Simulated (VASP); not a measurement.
SrCl2:

```
Sr Cl
1.0
     0.00000    3.49765    3.49765
     3.49765    0.00000    3.49765
     3.49765    3.49765    0.00000
Sr Cl
1 2
Direct
  0.00000 0.00000 0.00000
  0.25000 0.25000 0.25000
  0.75000 0.75000 0.75000
```

Base run:

| Quantity | Value |
| --- | --- |
| Program | VASP 6.6.1 |
| Functional | PBE |
| Potentials or basis | VASP PAW PBE potentials, release 64 (Sr_sv, Cl) |
| Cutoff | 520 eV |
| k mesh | 4 × 4 × 4 |
| Occupations | gaussian, width 0.01 eV |
| Spin | no spin polarisation |

Its results: band gap on the k mesh 5.31 eV, indirect (least direct gap 5.51 eV); pressure 0.8 GPa.

Task: After a change of settings the same cell gave: band gap on the k mesh 5.31 eV, indirect (least direct gap 5.51 eV); pressure -0.5 GPa. Which change was it?
A. further incar settings from ALGO = Normal; EDIFF = 1e-07; NBANDS = 19 to ALGO = Normal; EDIFF = 1e-06; NBANDS = 19; dispersion from none to D3(BJ)
B. functional from PBE to PBE-based global hybrid
C. k mesh from 4 × 4 × 4 to 2 × 2 × 2; further incar settings from ALGO = Normal; EDIFF = 1e-07; NBANDS = 19 to ALGO = Normal; EDIFF = 1e-06; NBANDS = 19
D. occupations from gaussian, width 0.01 eV to tetrahedron

Result: A.
